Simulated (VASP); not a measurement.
# MgO (Fm-3m) in VASP: single point with PBE

Aim: the single point of MgO with PBE.

All numbers are computed with VASP 6.6.1; they aren't measurements. Logs are shortened: lines on timing, memory, paths and dates and some standing lists are left out, and cuts for length are marked.

### 1 The cell of the first run

Symmetry: Fm-3m, No. 225, cubic system. Conventional cell: a = 4.393 Å, b = 4.393 Å, c = 4.393 Å, α = 90.00°, β = 90.00°, γ = 90.00°. Within 2.9 Å of Mg (site symmetry m-3m) lie 6 O at 2.20 Å. Within 2.9 Å of O (site symmetry m-3m) lie 6 Mg at 2.20 Å.

### 2 Single point, PBE

INCAR reads:

```
PREC = Accurate ; ENCUT = 600
EDIFF = 1E-6 ; ISMEAR = -1
SIGMA = 0.1 ; LREAL = False
LASPH = True ; NELM = 120
ALGO = Normal ; ISIF = 2
LWAVE = False ; LCHARG = False
GGA = PE ; NBANDS = 11
GGA_COMPAT = False
```

KPOINTS reads:

```
regular mesh
0
Gamma
  10 10 10
```

POSCAR reads:

```
MgO
1.0
    0.0000000000      2.1966530000      2.1966530000
    2.1966530000      0.0000000000      2.1966530000
    2.1966530000      2.1966530000      0.0000000000
Mg O
1 1
Direct
    0.0000000000      0.0000000000      0.0000000000
    0.5000000000      0.5000000000      0.5000000000
```

Potentials or basis: VASP PAW PBE potentials, release 64 (Mg, O).

Launch:

```sh
$ cat potpaw_PBE.64/Mg/POTCAR potpaw_PBE.64/O/POTCAR > POTCAR
$ mpirun -np 1 vasp_std > vasp.out
```

OUTCAR:

```text
PREC = Accurate
   ENCUT = 600
   EDIFF = 1E-6
   ISMEAR = -1
   LREAL = False
   LASPH = True
   NELM = 120
   ISIF = 2
   GGA = PE

 ion  position               nearest neighbor table
   1  0.000  0.000  0.000-   2 2.20   2 2.20   2 2.20   2 2.20   2 2.20   2 2.20
   2  0.500  0.500  0.500-   1 2.20   1 2.20   1 2.20   1 2.20   1 2.20   1 2.20

  LATTYP: Found a face centered cubic cell.
 ALAT       =     4.3933060000

  Lattice vectors:

 A1 = (   0.0000000000,   2.1966530000,   2.1966530000)
 A2 = (   2.1966530000,   0.0000000000,   2.1966530000)
 A3 = (   2.1966530000,   2.1966530000,   0.0000000000)

Analysis of symmetry for initial positions (statically):
=====================================================================
 Subroutine PRICEL returns:
 Original cell was already a primitive cell.

 Routine SETGRP: Setting up the symmetry group for a
 face centered cubic supercell.

 Subroutine GETGRP returns: Found 48 space group operations
 (whereof 48 operations were pure point group operations)
 out of a pool of 48 trial point group operations.

The static configuration has the point symmetry O_h .

Analysis of symmetry for dynamics (positions and initial velocities):
=====================================================================
 Subroutine PRICEL returns:
 Original cell was already a primitive cell.

 Routine SETGRP: Setting up the symmetry group for a
 face centered cubic supercell.

 Subroutine GETGRP returns: Found 48 space group operations
 (whereof 48 operations were pure point group operations)
 out of a pool of 48 trial point group operations.

The dynamic configuration has the point symmetry O_h .

 Subroutine INISYM returns: Found 48 space group operations
 (whereof 48 operations are pure point group operations),
 and found     1 'primitive' translations

----------------------------------------------------------------------------------------

                                     Primitive cell

  volume of cell :      21.1990

  direct lattice vectors                    reciprocal lattice vectors
     0.000000000  2.196653000  2.196653000    -0.227619019  0.227619019  0.227619019
     2.196653000  0.000000000  2.196653000     0.227619019 -0.227619019  0.227619019
     2.196653000  2.196653000  0.000000000     0.227619019  0.227619019 -0.227619019

  length of vectors
     3.106536464  3.106536464  3.106536464     0.394247705  0.394247705  0.394247705

  position of ions in fractional coordinates (direct lattice)
     0.000000000  0.000000000  0.000000000
     0.500000000  0.500000000  0.500000000

  ion indices of the primitive-cell ions
   primitive index   ion index
                 1           1
                 2           2

----------------------------------------------------------------------------------------

 KPOINTS: regular mesh

Automatic generation of k-mesh.
 Grid dimensions read from file:
 generate k-points for:   10   10   10

 Generating k-lattice:

  Cartesian coordinates                     Fractional coordinates (reciprocal lattice)
    -0.022761902  0.022761902  0.022761902     0.100000000  0.000000000  0.000000000
     0.022761902 -0.022761902  0.022761902     0.000000000  0.100000000  0.000000000
     0.022761902  0.022761902 -0.022761902     0.000000000  0.000000000  0.100000000

  Length of vectors
     0.039424770  0.039424770  0.039424770

  Shift w.r.t. Gamma in fractional coordinates (k-lattice)
     0.000000000  0.000000000  0.000000000

 Subroutine IBZKPT returns following result:
 ===========================================

 Found     47 irreducible k-points:

 Following reciprocal coordinates:
            Coordinates               Weight
  0.000000  0.000000  0.000000      1.000000
  0.100000  0.000000  0.000000      8.000000
  0.200000  0.000000  0.000000      8.000000
  0.300000  0.000000  0.000000      8.000000
  0.400000  0.000000  0.000000      8.000000
  0.500000  0.000000  0.000000      4.000000
[... 16 lines left out ...]
  0.300000  0.300000  0.000000      6.000000
  0.400000  0.300000  0.000000     24.000000
 [... further k-points ...]
   k-points           NKPTS =     47   k-points in BZ     NKDIM =     47   number of bands    NBANDS=     11
   number of dos      NEDOS =    301   number of ions     NIONS =      2
   total plane-waves  NPLWV =  21952
   dimension x,y,z NGX =    28 NGY =   28 NGZ =   28
   dimension x,y,z NGXF=    56 NGYF=   56 NGZF=   56
   ions per type =               1   1
   NGX,Y,Z   is equivalent  to a cutoff of  14.98, 14.98, 14.98 a.u.
   NGXF,Y,Z  is equivalent  to a cutoff of  29.97, 29.97, 29.97 a.u.
 SYSTEM =  unknown system
   PREC   = accura    normal or accurate (medium, high low for compatibility)
   ISTART =      0    job   : 0-new  1-cont  2-samecut
   ICHARG =      2    charge: 1-file 2-atom 10-const
   ISPIN  =      1    spin polarized calculation?
   LNONCOLLINEAR =      F non collinear calculations
   LSORBIT =      F    spin-orbit coupling
   LASPH  =      T    aspherical Exc in radial PAW
   ENCUT  =  600.0 eV  44.10 Ry    6.64 a.u.   6.20  6.20  6.20*2*pi/ulx,y,z
   NELM   =    120;   NELMIN=  2; NELMDL= -5     # of ELM steps
   EDIFF  = 0.1E-05   stopping-criterion for ELM
   LREAL  =      F    real-space projection
   EDIFFG = 0.1E-04   stopping-criterion for IOM
   NSW    =      0    number of steps for IOM
   IBRION =     -1    ionic relax: 0-MD 1-quasi-New 2-CG
   NFREE  =      0    steps in history (QN), initial steepest desc. (CG)
   ISIF   =      2    stress and relaxation
   ISYM   =      2    0-nonsym 1-usesym 2-fastsym
   POTIM  = 0.5000    time-step for ionic-motion
   TEBEG  =    0.0;   TEEND  =   0.0 temperature during run
   PSTRESS=    0.0 pullay stress
   NELECT =       8.0000    total number of electrons
   NUPDOWN=      -1.0000    fix difference up-down
   EMIN   =  10.00;   EMAX   =-10.00  energy-range for DOS
   EFERMI =   0.00;   METHOD = LEGACY
   ISMEAR =    -1;   SIGMA  =   0.10  broadening in eV -4-tet -1-fermi 0-gaus
   EFERMI_NEDOS =   21; number of points for ismear=-14 and -15
   IALGO  =     38    algorithm
   IMIX   =      4    mixing-type and parameters
     AMIX     =   0.40;   BMIX     =  1.00
     AMIX_MAG =   1.60;   BMIX_MAG =  1.00
  volume/ion in A,a.u.               =      10.60        71.53
  Fermi-wavevector in a.u.,A,eV,Ry     =   1.183042  2.235625 19.042545  1.399588
  Thomas-Fermi vector in A             =   2.319284
   LORBIT       =      0    0 simple, 1 ext, 2 COOP (PROOUT), +10 PAW based schemes
   GGA     = PE    functional components
   LHFCALC =     F    Hartree Fock is set to
   AEXX    =    0.0000 exact exchange contribution
   IVDW    =     0    specifies the selected vdW correction
   LEPSILON=     F    determine dielectric tensor
   LRPA    =     F    only Hartree local field effects (RPA)
 non-spin polarized calculation
  energy-cutoff  :      600.00
  volume of cell :       21.20
 maximum number of plane-waves:       725
 NGX is ok and might be reduce to    28
   NGX = 13   NGY = 13   NGZ = 13

 number of electron       8.0000000 magnetization

 Free energy of the ion-electron system (eV)
  ---------------------------------------------------
  ext. energy  EPLUGINS =         0.00000000
  ---------------------------------------------------
  free energy    TOTEN  =       -11.82917046 eV

  energy without entropy =      -11.82917046  energy(sigma->0) =      -11.82917046

 E-fermi :   4.2882     XC(G=0): -10.4958

 val. band max:        2.2992249098   @ k =   0.0000   0.0000   0.0000
 cond. band min:       5.8909790462   @ k =   0.0000   0.0000   0.0000
 fundamental gap:      3.5917541364
 Fermi energy:         4.2882472437

 k-point     1 :       0.0000    0.0000    0.0000
  band No.  band energies     occupation
      1     -14.3661      2.00000
      2       2.2992      2.00000
      3       2.2992      2.00000
      4       2.2992      2.00000
      5       5.8910      0.00000
      6      17.3794      0.00000
      7      17.3794      0.00000
      8      17.3794      0.00000
      9      20.9760      0.00000
     10      22.6112      0.00000
     11      22.6112      0.00000

 k-point     2 :       0.1000    0.0000    0.0000
  band No.  band energies     occupation
      1     -14.2821      2.00000
      2       1.6676      2.00000
      3       2.2453      2.00000
      4       2.2453      2.00000
      5       6.5344      0.00000
      6      16.1614      0.00000
      7      17.5712      0.00000
      8      17.5712      0.00000
      9      21.6797      0.00000
     10      21.6797      0.00000
     11      22.3669      0.00000

 k-point     3 :       0.2000    0.0000    0.0000
  band No.  band energies     occupation
      1     -14.0531      2.00000
      2       0.4681      2.00000
      3       2.1081      2.00000
      4       2.1081      2.00000
      5       7.7323      0.00000
      6      14.6170      0.00000
      7      17.8904      0.00000
      8      17.8904      0.00000
      9      20.9867      0.00000
     10      20.9867      0.00000
     11      22.5834      0.00000

 k-point     4 :       0.3000    0.0000    0.0000
  band No.  band energies     occupation
      1     -13.7487      2.00000
      2      -0.6802      2.00000
      3       1.9463      2.00000
      4       1.9463      2.00000
      5       8.7600      0.00000
      6      13.7142      0.00000
      7      17.7886      0.00000
      8      17.7886      0.00000
      9      21.4695      0.00000
     10      21.4695      0.00000
     11      21.9763      0.00000
[... 239 lines left out ...]
 k-point    22 :      -0.2000    0.2000    0.0000
  band No.  band energies     occupation
      1     -13.6570      2.00000
      2      -0.5080      2.00000
      3       1.1525      2.00000
      4       1.9505      2.00000
      5       9.5825      0.00000
      6      13.5127      0.00000
      7      16.0148      0.00000
      8      18.6109      0.00000
      9      19.8365      0.00000
     10      22.2023      0.00000
     11      24.9763      0.00000

 k-point    23 :       0.3000    0.3000    0.0000
  band No.  band energies     occupation
      1     -13.5865      2.00000
      2      -0.5333      2.00000
      3       1.4855      2.00000
      4       1.4855      2.00000
      5       9.8934      0.00000
      6      12.4486      0.00000
      7      15.3854      0.00000
      8      18.7349      0.00000
      9      18.7349      0.00000
     10      25.0458      0.00000
     11      27.1893      0.00000

 k-point    24 :       0.4000    0.3000    0.0000
  band No.  band energies     occupation
      1     -13.3959      2.00000
      2      -0.8828      2.00000
      3       1.1692      2.00000
      4       1.3583      2.00000
      5      10.6345      0.00000
      6      12.1083      0.00000
      7      14.6063      0.00000
      8      18.8657      0.00000
      9      19.0551      0.00000
     10      25.6607      0.00000
     11      26.8414      0.00000

 [... further k-points ...]

------------------------ aborting loop because EDIFF is reached ----------------------------------------

  FORCE on cell =-STRESS in cart. coord.  units (eV):
  Direction    XX          YY          ZZ          XY          YZ          ZX
  --------------------------------------------------------------------------------------
  -------------------------------------------------------------------------------------
  Total       -1.6918677     -1.6918677     -1.6918677      0.0000000      0.0000000     -0.0000000
  in kB     -127.8682208   -127.8682208   -127.8682208      0.0000000      0.0000000     -0.0000000
  external PRESSURE =    -127.8682208 kB  Pullay stress =       0.0000000 kB

 VOLUME and BASIS-vectors are now :
 -----------------------------------------------------------------------------
  energy-cutoff  :      600.00
  volume of cell :       21.20
      direct lattice vectors                 reciprocal lattice vectors
     0.000000000  2.196653000  2.196653000    -0.227619019  0.227619019  0.227619019
     2.196653000  0.000000000  2.196653000     0.227619019 -0.227619019  0.227619019
     2.196653000  2.196653000  0.000000000     0.227619019  0.227619019 -0.227619019

 POSITION                                       TOTAL-FORCE (eV/Angst)
 -----------------------------------------------------------------------------------
      0.00000      0.00000      0.00000        -0.000000      0.000000     -0.000000
      2.19665      2.19665      2.19665         0.000000     -0.000000      0.000000
 -----------------------------------------------------------------------------------
    total drift:                                0.000000      0.000000      0.000000

  FREE ENERGIE OF THE ION-ELECTRON SYSTEM (eV)
  ---------------------------------------------------
  free  energy   TOTEN  =       -11.8291704632 eV

  energy  without entropy=      -11.8291704624  energy(sigma->0) =      -11.82917046
```

It took 18 s on 1 thread of Intel Xeon 6975P-C, shared host; peak memory 0.16 GiB.

Results:

| Item | Value |
| --- | --- |
| Free energy | -11.8292 eV |
| Pressure | -12.8 GPa |
| Band gap on the k mesh | 3.59 eV, direct |

Levels at points of the mesh, in eV from the valence-band top:
| k point | band 2 | band 3 | band 4 | band 5 | band 6 | band 7 |
| --- | --- | --- | --- | --- | --- | --- |
| (0.00, 0.00, 0.00) | 0.00 | 0.00 | 0.00 | 3.59 | 15.08 | 15.08 |
| (0.50, 0.00, 0.00) | -4.09 | -0.53 | -0.53 | 7.13 | 11.21 | 15.04 |
| (0.50, 0.50, 0.00) | -3.59 | -1.18 | -1.18 | 8.66 | 8.94 | 11.81 |
